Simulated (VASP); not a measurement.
Runs of VASP 6.6.1 on La. Symmetry: P6_3/mmc, No. 194, hexagonal system. The conventional cell has a = 3.796 Å, b = 3.796 Å, c = 12.041 Å, α = 90.00°, β = 90.00°, γ = 120.00°. La (site symmetry -3m) has 12 La at 3.72 to 3.80 Å within 4.9 Å. Within 4.9 Å of La (site symmetry -6m2) lie 12 La at 3.72 to 3.80 Å. 

```tsv
level	k mesh	cutoff (eV)	gap on the mesh (eV)	pressure (GPa)	relaxed volume (Å³/atom)
PBE	12 × 12 × 4	600	none	0.0	(b)
PBEsol	12 × 12 × 4	480	none	0.0	34.06
PBEsol	6 × 6 × 2	600	none	0.0	34.36
PBEsol	12 × 12 × 4	300	none	0.0	34.01
PBE+D3(BJ)	12 × 12 × 4	600	none	0.0	(a)
```

Alike in all rows: task relaxation of cell and atoms; potentials or basis VASP PAW PBE potentials, release 64 (La); no spin polarisation; cell relaxed; smearing gaussian 0.1 eV.

Problem. Fill in the values left out.

Solution. (a) 34.46; (b) 37.20.

Caveats: spin-orbit coupling is left out, which moves the levels of the heavy elements; the PAW data sets were made with another functional, which shifts forces and pressure a little (at least some runs).

A k mesh can miss the band edges, and the runs leave out spin-orbit coupling on La.

A gap of «none» marks levels without a gap at the run's occupations.
